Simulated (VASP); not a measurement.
The system is WS2 (Tungstenite).

```
W S
1.0
     3.18000    0.00000    0.00000
    -1.59000    2.75396    0.00000
     0.00000    0.00000   12.50000
W S
2 4
Direct
  0.33333 0.66667 0.25000
  0.66667 0.33333 0.75000
  0.33333 0.66667 0.62500
  0.66667 0.33333 0.12500
  0.33333 0.66667 0.87500
  0.66667 0.33333 0.37500
```

- Program: VASP 6.6.1
- Task: relaxation of cell and atoms
- Functional: PBE
- Dispersion: D3(BJ)
- Potentials or basis: VASP PAW PBE potentials, release 64 (W_sv, S)
- Cutoff: 600 eV
- k mesh: 12 × 12 × 2
- Occupations: fermi-dirac, width 0.02 eV
- Spin: no spin polarisation

At the start: pressure -1.5 GPa; volume 18.24 Å³/atom.

Problem. Where does the relaxation end?

Solution. Over 12 steps the energy falls by 5.5 meV/atom and the volume is 17.44 Å³/atom (-4.4 %); space group P6_3/mmc (No. 194, to 0.05 Å).

The path:
| step | energy change (eV) | largest force (eV/Å) | pressure (GPa) | volume (Å³) |
| --- | --- | --- | --- | --- |
| 1 | 0.0000 | 0.1377 | -1.53 | 109.47 |
| 2 | -0.0074 | 0.3296 | 1.83 | 106.74 |
| 3 | -0.0119 | 0.2553 | 0.51 | 107.76 |
| 4 | -0.0147 | 0.0705 | -0.67 | 107.54 |
| 5 | -0.0164 | 0.0523 | -0.23 | 107.62 |
| 6 | -0.0201 | 0.0483 | -0.20 | 107.23 |
| 7 | -0.0287 | 0.0374 | -0.09 | 106.04 |
| 8 | -0.0308 | 0.0125 | 0.32 | 103.67 |
| 9 | -0.0328 | 0.0307 | 0.13 | 104.71 |
| 10 | -0.0328 | 0.0290 | 0.15 | 104.60 |
| 11 | -0.0308 | 0.1376 | -0.94 | 104.90 |
| 12 | -0.0329 | 0.0026 | -0.02 | 104.64 |

Final structure:
```
W S
1.0
     3.15475    0.00000    0.00000
    -1.57737    2.73209    0.00000
     0.00000    0.00000   12.14092
W S
2 4
Direct
  0.33333 0.66667 0.25000
  0.66667 0.33333 0.75000
  0.33333 0.66667 0.62032
  0.66667 0.33333 0.12032
  0.33333 0.66667 0.87968
  0.66667 0.33333 0.37968
```
